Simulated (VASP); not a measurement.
Wanted: the native input for a VASP 6.6.1 run.

```
Task                   : relaxation of cell and atoms
Functional             : PBEsol
Potentials or basis    : VASP PAW PBE potentials, release 64 (Bi_d, P)
Cutoff                 : 600 eV
k mesh                 : 10 × 10 × 8
Occupations            : gaussian, width 0.05 eV
Spin                   : no spin polarisation
Dipole correction      : no
Further INCAR settings : ALGO = Normal; EDIFF = 1e-07; IBRION = 2; EDIFFG = -0.01; NSW = 80; ISIF = 3
```

The structure of BiP lies in POSCAR:

```
BiP
1.0
    3.9553131248      0.0000000000      0.0000000000
   -1.9776565624      3.4254016460      0.0000000000
    0.0000000000      0.0000000000      3.8601896473
Bi P
1 1
Direct
    0.0000000000      0.0000000000      0.0000000000
    0.6666666667      0.3333333333      0.5000000000
```

The input as run:

INCAR

```
PREC = Accurate
ENCUT = 600
EDIFF = 1E-7
ISMEAR = 0
SIGMA = 0.05
LREAL = F
LASPH = T
NELM = 60
ALGO = Normal
ISIF = 3
LWAVE = F
LCHARG = F
GGA = PS
IBRION = 2
NSW = 80
EDIFFG = -0.01
```

KPOINTS

```
Automatic mesh
0
Gamma
  10 10 8
```

Potentials or basis: VASP PAW PBE potentials, release 64 (Bi_d, P).

Command:

```console
$ cat potpaw_PBE.64/Bi_d/POTCAR potpaw_PBE.64/P/POTCAR > POTCAR
$ mpirun -np 1 vasp_std > vasp.out
```

It gave:

```
Relaxed volume                        : 24.05 Å³/atom
Relaxed cell                          : a = 3.851 Å, b = 3.851 Å, c = 3.744 Å, α = 90.00°, β = 90.00°, γ = 120.00°
Space group after relaxing (to 0.1 Å) : P-6m2 (No. 187)
Energy gained by relaxing             : 34.9 meV/atom
Ionic steps                           : 6
Pressure after relaxing               : 0.0 GPa
Band gap on the k mesh                : zero (bands 10 and 11 overlap by 3.09 eV)
```

Caveat: the PAW data sets were made with another functional, which shifts forces and pressure a little; spin-orbit coupling is left out, which moves the levels of the heavy elements.

Run time: 4.1 min on 1 thread of Oxide Virtual Turin-like Processor (shared host), peak memory 0.19 GiB.
